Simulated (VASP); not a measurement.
# SiC (Imm2) in VASP: single point with PBEsol

Aim: the single point of SiC with PBEsol.

All numbers are computed with VASP 6.6.1; they aren't measurements. Logs are shortened: lines on timing, memory, paths and dates and some standing lists are left out, and cuts for length are marked.

### 1 The cell of the first run

It takes space group Imm2 (No. 44, orthorhombic). Conventional cell: a = 3.050 Å, b = 3.091 Å, c = 4.313 Å, α = 90.00°, β = 90.00°, γ = 90.00°. Si (site symmetry mm2) has 4 C at 1.87 to 1.88 Å within 2.5 Å. Within 2.5 Å of C (site symmetry mm2) lie 4 Si at 1.87 to 1.88 Å.

### 2 Single point, PBEsol

INCAR reads:

```
SYSTEM = SiC
ALGO = Normal
EDIFF = 1E-6
ENCUT = 600
GGA = PS
GGA_COMPAT = .FALSE.
ISIF = 2
ISMEAR = 0
LASPH = .TRUE.
LCHARG = .FALSE.
LREAL = .FALSE.
LWAVE = .FALSE.
NBANDS = 11
NELM = 120
PREC = Accurate
SIGMA = 0.01
```

KPOINTS reads:

```
k-points
0
G
  6 6 6
  0 0 0
```

POSCAR reads:

```
SiC
1.0
    0.0144935640      2.1711394453      2.1566458813
    2.1711394453      0.0144935640      2.1566458813
    2.1856330093      2.1856330093      0.0000000000
Si C
1 1
Direct
    0.0007368389      0.0007368389     -0.0007368389
    0.2492631611      0.2492631611      0.2507368389
```

Potentials or basis: VASP PAW PBE potentials, release 64 (Si, C).

The run is started by

```console
> cat potpaw_PBE.64/Si/POTCAR potpaw_PBE.64/C/POTCAR > POTCAR
> mpirun -np 1 vasp_std > vasp.out
```

OUTCAR:

```text
SYSTEM = SiC
   EDIFF = 1E-6
   ENCUT = 600
   GGA = PS
   ISIF = 2
   ISMEAR = 0
   LASPH = .TRUE.
   LREAL = .FALSE.
   NELM = 120
   PREC = Accurate

 ion  position               nearest neighbor table
   1  0.001  0.001  0.999-   2 1.87   2 1.87   2 1.88   2 1.88
   2  0.249  0.249  0.251-   1 1.87   1 1.87   1 1.88   1 1.88

  LATTYP: Found a body centered orthorhombic cell.
 ALAT       =     3.0499578546
 B/A-ratio  =     1.0134408380
 C/A-ratio  =     1.4142135624

  Lattice vectors:

 A1 = (   2.1711394453,   0.0144935640,  -2.1566458813)
 A2 = (  -2.1711394453,  -0.0144935640,  -2.1566458813)
 A3 = (   0.0144935640,   2.1711394453,   2.1566458813)

Analysis of symmetry for initial positions (statically):
=====================================================================
 Subroutine PRICEL returns:
 Original cell was already a primitive cell.

 Routine SETGRP: Setting up the symmetry group for a
 body centered orthorhombic supercell.

 Subroutine GETGRP returns: Found  4 space group operations
 (whereof  4 operations were pure point group operations)
 out of a pool of  8 trial point group operations.

The static configuration has the point symmetry C_2v.

Analysis of symmetry for dynamics (positions and initial velocities):
=====================================================================
 Subroutine PRICEL returns:
 Original cell was already a primitive cell.

 Routine SETGRP: Setting up the symmetry group for a
 body centered orthorhombic supercell.

 Subroutine GETGRP returns: Found  4 space group operations
 (whereof  4 operations were pure point group operations)
 out of a pool of  8 trial point group operations.

The dynamic configuration has the point symmetry C_2v.

 Subroutine INISYM returns: Found  4 space group operations
 (whereof  4 operations are pure point group operations),
 and found     1 'primitive' translations

----------------------------------------------------------------------------------------

                                     Primitive cell

  volume of cell :      20.3313

  direct lattice vectors                    reciprocal lattice vectors
     0.014493564  2.171139445  2.156645881    -0.231841493  0.231841493  0.231841493
     2.171139445  0.014493564  2.156645881     0.231841493 -0.231841493  0.231841493
     2.185633009  2.185633009  0.000000000     0.228766677  0.228766677 -0.231841493

  length of vectors
     3.060257834  3.060257834  3.090951844     0.401561244  0.401561244  0.398018671

  position of ions in fractional coordinates (direct lattice)
     0.000736839  0.000736839  0.999263161
     0.249263161  0.249263161  0.250736839

  ion indices of the primitive-cell ions
   primitive index   ion index
                 1           1
                 2           2

----------------------------------------------------------------------------------------

 KPOINTS: k-points

Automatic generation of k-mesh.
 Grid dimensions read from file:
 generate k-points for:    6    6    6

 Generating k-lattice:

  Cartesian coordinates                     Fractional coordinates (reciprocal lattice)
    -0.038640249  0.038640249  0.038640249     0.166666667 -0.000000000  0.000000000
     0.038640249 -0.038640249  0.038640249    -0.000000000  0.166666667  0.000000000
     0.038127779  0.038127779 -0.038640249     0.000000000  0.000000000  0.166666667

  Length of vectors
     0.066926874  0.066926874  0.066336445

  Shift w.r.t. Gamma in fractional coordinates (k-lattice)
     0.000000000  0.000000000  0.000000000

 Subroutine IBZKPT returns following result:
 ===========================================

 Found     46 irreducible k-points:

 Following reciprocal coordinates:
            Coordinates               Weight
  0.000000  0.000000  0.000000      1.000000
  0.166667  0.000000  0.000000      4.000000
  0.333333  0.000000  0.000000      4.000000
  0.500000  0.000000  0.000000      2.000000
  0.166667  0.166667  0.000000      2.000000
  0.333333  0.166667  0.000000      4.000000
[... 16 lines left out ...]
 -0.166667  0.333333  0.166667      4.000000
  0.500000  0.500000  0.166667      4.000000
 [... further k-points ...]
   k-points           NKPTS =     46   k-points in BZ     NKDIM =     46   number of bands    NBANDS=     11
   number of dos      NEDOS =    301   number of ions     NIONS =      2
   total plane-waves  NPLWV =  16128
   dimension x,y,z NGX =    24 NGY =   24 NGZ =   28
   dimension x,y,z NGXF=    48 NGYF=   48 NGZF=   56
   ions per type =               1   1
   NGX,Y,Z   is equivalent  to a cutoff of  13.04, 13.04, 15.06 a.u.
   NGXF,Y,Z  is equivalent  to a cutoff of  26.08, 26.08, 30.12 a.u.
 SYSTEM =  SiC
   PREC   = accura    normal or accurate (medium, high low for compatibility)
   ISTART =      0    job   : 0-new  1-cont  2-samecut
   ICHARG =      2    charge: 1-file 2-atom 10-const
   ISPIN  =      1    spin polarized calculation?
   LNONCOLLINEAR =      F non collinear calculations
   LSORBIT =      F    spin-orbit coupling
   LASPH  =      T    aspherical Exc in radial PAW
   ENCUT  =  600.0 eV  44.10 Ry    6.64 a.u.   6.11  6.11  6.17*2*pi/ulx,y,z
   NELM   =    120;   NELMIN=  2; NELMDL= -5     # of ELM steps
   EDIFF  = 0.1E-05   stopping-criterion for ELM
   LREAL  =      F    real-space projection
   EDIFFG = 0.1E-04   stopping-criterion for IOM
   NSW    =      0    number of steps for IOM
   IBRION =     -1    ionic relax: 0-MD 1-quasi-New 2-CG
   NFREE  =      0    steps in history (QN), initial steepest desc. (CG)
   ISIF   =      2    stress and relaxation
   ISYM   =      2    0-nonsym 1-usesym 2-fastsym
   POTIM  = 0.5000    time-step for ionic-motion
   TEBEG  =    0.0;   TEEND  =   0.0 temperature during run
   PSTRESS=    0.0 pullay stress
   NELECT =       8.0000    total number of electrons
   NUPDOWN=      -1.0000    fix difference up-down
   EMIN   =  10.00;   EMAX   =-10.00  energy-range for DOS
   EFERMI =   0.00;   METHOD = LEGACY
   ISMEAR =     0;   SIGMA  =   0.01  broadening in eV -4-tet -1-fermi 0-gaus
   EFERMI_NEDOS =   21; number of points for ismear=-14 and -15
   IALGO  =     38    algorithm
   IMIX   =      4    mixing-type and parameters
     AMIX     =   0.40;   BMIX     =  1.00
     AMIX_MAG =   1.60;   BMIX_MAG =  1.00
  volume/ion in A,a.u.               =      10.17        68.60
  Fermi-wavevector in a.u.,A,eV,Ry     =   1.199637  2.266985 19.580538  1.439129
  Thomas-Fermi vector in A             =   2.335494
   LORBIT       =      0    0 simple, 1 ext, 2 COOP (PROOUT), +10 PAW based schemes
   GGA     = PS    functional components
   LHFCALC =     F    Hartree Fock is set to
   AEXX    =    0.0000 exact exchange contribution
   IVDW    =     0    specifies the selected vdW correction
   LEPSILON=     F    determine dielectric tensor
   LRPA    =     F    only Hartree local field effects (RPA)
 non-spin polarized calculation
 Gauss-broadening in eV      SIGMA  =   0.01
  energy-cutoff  :      600.00
  volume of cell :       20.33
 maximum number of plane-waves:       692
   NGX = 13   NGY = 13   NGZ = 13

 number of electron       8.0000000 magnetization

 Free energy of the ion-electron system (eV)
  ---------------------------------------------------
  ext. energy  EPLUGINS =         0.00000000
  ---------------------------------------------------
  free energy    TOTEN  =       -15.89649377 eV

  energy without entropy =      -15.89649377  energy(sigma->0) =      -15.89649377

 E-fermi :   8.4280     XC(G=0): -11.5792

 val. band max:        8.3187023294   @ k =   0.0000   0.0000   0.0000
 cond. band min:       9.4233216104   @ k =   0.5000   0.5000   0.0000
 fundamental gap:      1.1046192810
 Fermi energy:         8.4280180290

 k-point     1 :       0.0000    0.0000    0.0000
  band No.  band energies     occupation
      1      -7.3043      2.00000
      2       8.1794      2.00000
      3       8.2916      2.00000
      4       8.3187      2.00000
      5      14.6071      0.00000
      6      15.4843      0.00000
      7      15.6561      0.00000
      8      15.7713      0.00000
      9      22.7162      0.00000
     10      22.9156      0.00000
     11      24.7921      0.00000

 k-point     2 :       0.1667    0.0000    0.0000
  band No.  band energies     occupation
      1      -6.7494      2.00000
      2       5.9288      2.00000
      3       7.8355      2.00000
      4       7.9604      2.00000
      5      14.5992      0.00000
      6      16.0191      0.00000
      7      16.1939      0.00000
      8      16.8319      0.00000
      9      21.0804      0.00000
     10      21.3006      0.00000
     11      23.8322      0.00000

 k-point     3 :       0.3333    0.0000    0.0000
  band No.  band energies     occupation
      1      -5.1715      2.00000
      2       2.0478      2.00000
      3       7.3057      2.00000
      4       7.4341      2.00000
      5      13.9363      0.00000
      6      15.7613      0.00000
      7      15.9606      0.00000
      8      18.2097      0.00000
      9      22.4745      0.00000
     10      22.6786      0.00000
     11      23.5136      0.00000
[... 267 lines left out ...]
 k-point    23 :      -0.1667    0.3333    0.1667
  band No.  band energies     occupation
      1      -3.8517      2.00000
      2       2.2674      2.00000
      3       4.1296      2.00000
      4       5.7324      2.00000
      5      13.0252      0.00000
      6      15.9965      0.00000
      7      16.6784      0.00000
      8      19.9626      0.00000
      9      21.7451      0.00000
     10      25.1854      0.00000
     11      29.1154      0.00000

 k-point    24 :       0.5000    0.5000    0.1667
  band No.  band energies     occupation
      1      -2.8530      2.00000
      2       1.3613      2.00000
      3       3.7499      2.00000
      4       5.5018      2.00000
      5      10.9119      0.00000
      6      14.2600      0.00000
      7      20.5140      0.00000
      8      20.5541      0.00000
      9      22.6627      0.00000
     10      26.4643      0.00000
     11      30.0998      0.00000

 [... further k-points ...]

------------------------ aborting loop because EDIFF is reached ----------------------------------------

  FORCE on cell =-STRESS in cart. coord.  units (eV):
  Direction    XX          YY          ZZ          XY          YZ          ZX
  --------------------------------------------------------------------------------------
  -------------------------------------------------------------------------------------
  Total        0.4552954      0.4552954      0.6603797     -0.4218473      0.0000000      0.0000000
  in kB       35.8788818     35.8788818     52.0402480    -33.2430560      0.0000000      0.0000000
  external PRESSURE =      41.2660039 kB  Pullay stress =       0.0000000 kB

 VOLUME and BASIS-vectors are now :
 -----------------------------------------------------------------------------
  energy-cutoff  :      600.00
  volume of cell :       20.33
      direct lattice vectors                 reciprocal lattice vectors
     0.014493564  2.171139445  2.156645881    -0.231841493  0.231841493  0.231841493
     2.171139445  0.014493564  2.156645881     0.231841493 -0.231841493  0.231841493
     2.185633009  2.185633009  0.000000000     0.228766677  0.228766677 -0.231841493

 POSITION                                       TOTAL-FORCE (eV/Angst)
 -----------------------------------------------------------------------------------
      2.18563      2.18563      0.00318        -0.000000     -0.000000     -0.000573
      1.09282      1.09282      1.07514         0.000000      0.000000      0.000573
 -----------------------------------------------------------------------------------
    total drift:                               -0.000000     -0.000000     -0.000022

  FREE ENERGIE OF THE ION-ELECTRON SYSTEM (eV)
  ---------------------------------------------------
  free  energy   TOTEN  =       -15.8964937728 eV

  energy  without entropy=      -15.8964937728  energy(sigma->0) =      -15.89649377
```

It took 7.2 s on 1 thread of Intel Xeon Platinum 8259CL at 2.50GHz (Skylake/Cascade Lake), shared host; peak memory 0.14 GiB.

What came out:

| Item | Value |
| --- | --- |
| Free energy | -15.8965 eV |
| Pressure | 4.1 GPa |
| Band gap on the k mesh | 1.10 eV (least direct gap 4.33 eV) |

Stress tensor (GPa, compression positive):
```
 3.59 -3.32  0.00
-3.32  3.59  0.00
 0.00  0.00  5.20
```

Caveat: the k points lie up to 0.42 Å⁻¹ apart; the PAW data sets were made with another functional, which shifts forces and pressure a little. A k mesh can miss the band edges.
